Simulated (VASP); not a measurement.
# TaN (P-6m2) in VASP: notebook, part 2 of 2

VASP 6.6.1.

## (3) Single point, PBEsol (volume 11.053 Å^3 an atom, c/a of the conventional cell 0.9432)

Input file INCAR:

```
SYSTEM = TaN
PREC = Accurate ; ENCUT = 520
EDIFF = 1E-6 ; ISMEAR = 0
SIGMA = 0.15 ; LREAL = .FALSE.
LASPH = .TRUE. ; NELM = 60
ALGO = Normal ; ISIF = 2
LWAVE = .FALSE. ; LCHARG = .FALSE.
GGA = PS ; NBANDS = 15
```

Input file KPOINTS:

```
regular mesh
0
G
  21 21 18
  0 0 0
```

Input file POSCAR:

```
TaN
1.0
    3.0023310700      0.0000000000      0.0000000000
   -1.5011655350      2.6000949772      0.0000000000
    0.0000000000      0.0000000000      2.8317986653
Ta N
1 1
Direct
    0.3333333333      0.6666666667      0.5000000000
    0.0000000000      0.0000000000      0.0000000000
```

Potentials or basis: VASP PAW PBE potentials, release 64 (Ta_pv, N).

Started as:

```sh
cat potpaw_PBE.64/Ta_pv/POTCAR potpaw_PBE.64/N/POTCAR > POTCAR
mpirun -np 1 vasp_std > vasp.out
```

Run time: 81 s. Hardware: 1 thread of Intel Xeon 6975P-C (Granite Rapids), shared host; peak memory 0.27 GiB.

Results (log left out):

```
Free energy            : -23.7343 eV
Pressure               : -11.1 GPa
Band gap on the k mesh : zero (band 8 reaches 8.25 eV, above the bottom of band 9 at 7.79 eV)
```

Stress tensor (GPa, compression positive):
```
-18.81   0.00   0.00
  0.00 -18.81   0.00
  0.00   0.00   4.46
```

Levels at points of the mesh, in eV from the Fermi level:
| k point | band 4 | band 5 | band 6 | band 7 | band 8 | band 9 | band 10 | band 11 | band 12 | band 13 |
| --- | --- | --- | --- | --- | --- | --- | --- | --- | --- | --- |
| (0.00, 0.00, 0.00) | -17.58 | -4.75 | -4.75 | -4.03 | -2.62 | 1.73 | 3.70 | 3.70 | 3.94 | 3.94 |
| (0.00, 0.00, 0.50) | -14.91 | -9.19 | -3.96 | -3.96 | -0.05 | -0.05 | 2.90 | 2.96 | 2.96 | 7.76 |

Caveat: the PAW data sets were made with another functional, which shifts forces and pressure a little; spin-orbit coupling is left out, which moves the levels of the heavy elements.

## (4) Single point, PBEsol (volume 11.053 Å^3 an atom, c/a of the conventional cell 1.0637)

Input file INCAR:

```
SYSTEM = TaN
  PREC = Accurate
  ENCUT = 520
  EDIFF = 1E-6
  ISMEAR = 0
  SIGMA = 0.15
  LREAL = .FALSE.
  LASPH = .TRUE.
  NELM = 100
  ALGO = Normal
  ISIF = 2
  LWAVE = .FALSE.
  LCHARG = .FALSE.
  GGA = PS
  NBANDS = 15
```

Input file KPOINTS:

```
Automatic mesh
0
G
  21 21 18
  0 0 0
```

Input file POSCAR:

```
TaN
1.0
    2.8843865267      0.0000000000      0.0000000000
   -1.4421932633      2.4979520064      0.0000000000
    0.0000000000      0.0000000000      3.0681219484
Ta N
1 1
Direct
    0.3333333333      0.6666666667      0.5000000000
    0.0000000000      0.0000000000      0.0000000000
```

Started as:

```sh
cat potpaw_PBE.64/Ta_pv/POTCAR potpaw_PBE.64/N/POTCAR > POTCAR
mpirun -np 1 vasp_std > vasp.out
```

It took 82 s on 1 thread of Intel Xeon 6975P-C (Granite Rapids), shared host; peak memory 0.27 GiB.

Results (log left out):

| Quantity | Value |
| --- | --- |
| Free energy | -23.5886 eV |
| Pressure | -13.1 GPa |
| Band gap on the k mesh | zero (band 8 reaches 8.07 eV, above the bottom of band 9 at 7.61 eV) |

Stress tensor (GPa, compression positive):
```
  3.24   0.00   0.00
  0.00   3.24   0.00
  0.00   0.00 -45.70
```

Levels at points of the mesh, in eV from the Fermi level:
| k point | band 6 | band 7 | band 8 | band 9 | band 10 | band 11 |
| --- | --- | --- | --- | --- | --- | --- |
| (0.00, 0.00, 0.00) | -3.73 | -3.73 | -3.23 | 2.81 | 3.11 | 3.11 |
| (0.00, 0.00, 0.50) | -2.88 | -2.88 | -0.13 | -0.13 | 1.21 | 3.79 |

Caveat: the PAW data sets were made with another functional, which shifts forces and pressure a little; spin-orbit coupling is left out, which moves the levels of the heavy elements.

## (5) Single point, PBEsol (volume 11.053 Å^3 an atom, c/a of the conventional cell 1.0017)

Input file INCAR:

```
PREC = Accurate
ENCUT = 520
EDIFF = 1E-6
ISMEAR = 0
SIGMA = 0.15
LREAL = False
LASPH = True
NELM = 60
ALGO = Normal
ISIF = 2
LWAVE = False
LCHARG = False
GGA = PS
NBANDS = 15
```

Input file KPOINTS:

```
regular mesh
0
Gamma
  21 21 18
```

Input file POSCAR:

```
TaN
1.0
    2.9427087915      0.0000000000      0.0000000000
   -1.4713543957      2.5484605694      0.0000000000
    0.0000000000      0.0000000000      2.9477113965
Ta N
1 1
Direct
    0.3333333333      0.6666666667      0.5000000000
    0.0000000000      0.0000000000      0.0000000000
```

Started as:

```sh
cat potpaw_PBE.64/Ta_pv/POTCAR potpaw_PBE.64/N/POTCAR > POTCAR
mpirun -np 1 vasp_std > vasp.out
```

Wall time 92 s (1 thread of Intel Xeon 6975P-C (Granite Rapids), shared host); peak memory 0.27 GiB.

The run converged. Its results:

| Property | Result |
| --- | --- |
| Free energy | -23.7609 eV |
| Pressure | -12.8 GPa |
| Band gap on the k mesh | zero (band 8 reaches 8.05 eV, above the bottom of band 9 at 7.70 eV) |

Stress tensor (GPa, compression positive):
```
 -8.37   0.00   0.00
  0.00  -8.37   0.00
  0.00   0.00 -21.75
```

Levels at points of the mesh, in eV from the Fermi level:
```
           k point  band 6  band 7  band 8  band 9  band 10  band 11
(0.00, 0.00, 0.00)   -4.26   -4.14   -2.96    2.23     3.40     3.40
(0.00, 0.00, 0.50)   -3.45   -3.45   -0.09   -0.09     2.10     3.39
```

Caveat: the PAW data sets were made with another functional, which shifts forces and pressure a little; spin-orbit coupling is left out, which moves the levels of the heavy elements.

## (6) Single point, PBEsol (volume 11.053 Å^3 an atom, c/a of the conventional cell 1.0426)

Input file INCAR:

```
SYSTEM = TaN
PREC     = Accurate       ! precision mode
ENCUT    = 520            ! plane-wave cutoff, eV
EDIFF    = 1E-6           ! SCF threshold, eV
ISMEAR   = 0              ! smearing method
SIGMA    = 0.15           ! smearing width, eV
LREAL    = .False.        ! projectors in reciprocal space
LASPH    = .True.         ! aspherical terms in the spheres
NELM     = 60             ! most SCF steps
ALGO     = Normal         ! electronic algorithm
ISIF     = 2              ! what is computed and relaxed
LWAVE    = .False.        ! write WAVECAR
LCHARG   = .True.         ! write CHGCAR
GGA      = PS             ! functional
LELF     = .True.         ! ELF
LVHAR    = .True.       
NBANDS   = 15             ! bands
```

Input file KPOINTS:

```
regular mesh
0
Gamma
  21 21 18
  0 0 0
```

Input file POSCAR:

```
TaN
1.0
    2.9037146640      0.0000000000      0.0000000000
   -1.4518573320      2.5146906643      0.0000000000
    0.0000000000      0.0000000000      3.0274129086
Ta N
1 1
Direct
    0.3333333333      0.6666666667      0.5000000000
    0.0000000000      0.0000000000      0.0000000000
```

Potentials or basis: VASP PAW PBE potentials, release 64 (Ta_pv, N).

Started as:

```sh
cat potpaw_PBE.64/Ta_pv/POTCAR potpaw_PBE.64/N/POTCAR > POTCAR
mpirun -np 1 vasp_std > vasp.out
```

OUTCAR:

```text
SYSTEM = TaN
   PREC = Accurate
   ENCUT = 520
   EDIFF = 1E-6
   ISMEAR = 0
   LREAL = .False.
   LASPH = .True.
   NELM = 60
   ISIF = 2
   GGA = PS

 ion  position               nearest neighbor table
   1  0.333  0.667  0.500-   2 2.26   2 2.26   2 2.26   2 2.26   2 2.26   2 2.26
   2  0.000  0.000  0.000-   1 2.26   1 2.26   1 2.26   1 2.26   1 2.26   1 2.26

  LATTYP: Found a hexagonal cell.
 ALAT       =     2.9037146640
 C/A-ratio  =     1.0426000000

  Lattice vectors:

 A1 = (   2.9037146640,   0.0000000000,   0.0000000000)
 A2 = (  -1.4518573320,   2.5146906643,   0.0000000000)
[... 611 lines left out ...]
     12      12.7967      0.00000
     13      13.3086      0.00000
     14      20.9069      0.00000
     15      21.1263      0.00000

 [... further k-points ...]
[... 5 lines left out ...]
  --------------------------------------------------------------------------------------
  -------------------------------------------------------------------------------------
  Total       -0.1071376     -0.1071376     -5.2282249      0.0000000      0.0000000      0.0000000
  in kB       -7.7650190     -7.7650190   -378.9262381      0.0000000      0.0000000      0.0000000
  external PRESSURE =    -131.4854254 kB  Pullay stress =       0.0000000 kB

 VOLUME and BASIS-vectors are now :
 -----------------------------------------------------------------------------
  energy-cutoff  :      520.00
  volume of cell :       22.11
      direct lattice vectors                 reciprocal lattice vectors
     2.903714664  0.000000000  0.000000000     0.344386455  0.198831613  0.000000000
    -1.451857332  2.514690664  0.000000000     0.000000000  0.397663225  0.000000000
     0.000000000  0.000000000  3.027412909     0.000000000  0.000000000  0.330315035

 POSITION                                       TOTAL-FORCE (eV/Angst)
 -----------------------------------------------------------------------------------
     -0.00000      1.67646      1.51371        -0.000000     -0.000000      0.000000
      0.00000      0.00000      0.00000         0.000000      0.000000      0.000000
 -----------------------------------------------------------------------------------
    total drift:                                0.000000     -0.000000     -0.000000

  FREE ENERGIE OF THE ION-ELECTRON SYSTEM (eV)
  ---------------------------------------------------
  free  energy   TOTEN  =       -23.6678814974 eV

  energy  without entropy=      -23.6672016009  energy(sigma->0) =      -23.66754155
```

It took 91 s on 1 thread of Intel Xeon 6975P-C (Granite Rapids), shared host; peak memory 0.27 GiB.

Results:

```yaml
Free_energy: -23.6679 eV
Pressure: -13.1 GPa
Band_gap_on_the_k_mesh: zero (band 8 reaches 8.06 eV, above the bottom of band 9 at 7.64 eV)
```

Levels at points of the mesh, in eV from the Fermi level:
| k point | band 6 | band 7 | band 8 | band 9 | band 10 | band 11 |
| --- | --- | --- | --- | --- | --- | --- |
| (0.00, 0.00, 0.00) | -3.91 | -3.91 | -3.15 | 2.61 | 3.20 | 3.20 |
| (0.00, 0.00, 0.50) | -3.08 | -3.08 | -0.12 | -0.12 | 1.51 | 3.66 |

Caveat: the PAW data sets were made with another functional, which shifts forces and pressure a little; spin-orbit coupling is left out, which moves the levels of the heavy elements.

## (7) The runs side by side

```tsv
cell	gap on the mesh (eV)	pressure (GPa)
a = 2.923, b = 2.923, c = 2.987 Å, angles 90.0, 90.0, 120.0°, 2 atoms	none	-13.1
a = 3.002, b = 3.002, c = 2.832 Å, angles 90.0, 90.0, 120.0°, 2 atoms	none	-11.1
a = 2.884, b = 2.884, c = 3.068 Å, angles 90.0, 90.0, 120.0°, 2 atoms	none	-13.1
a = 2.943, b = 2.943, c = 2.948 Å, angles 90.0, 90.0, 120.0°, 2 atoms	none	-12.8
a = 2.904, b = 2.904, c = 3.027 Å, angles 90.0, 90.0, 120.0°, 2 atoms	none	-13.1
```

Alike in all rows: task single point; level PBEsol; potentials or basis VASP PAW PBE potentials, release 64 (Ta_pv, N); no spin polarisation; k mesh 21 × 21 × 18; cutoff (eV) 520; smearing gaussian 0.15 eV.

Caveats: the PAW data sets were made with another functional, which shifts forces and pressure a little; spin-orbit coupling is left out, which moves the levels of the heavy elements.

Absolute energies hang on the potentials; compare differences alone.
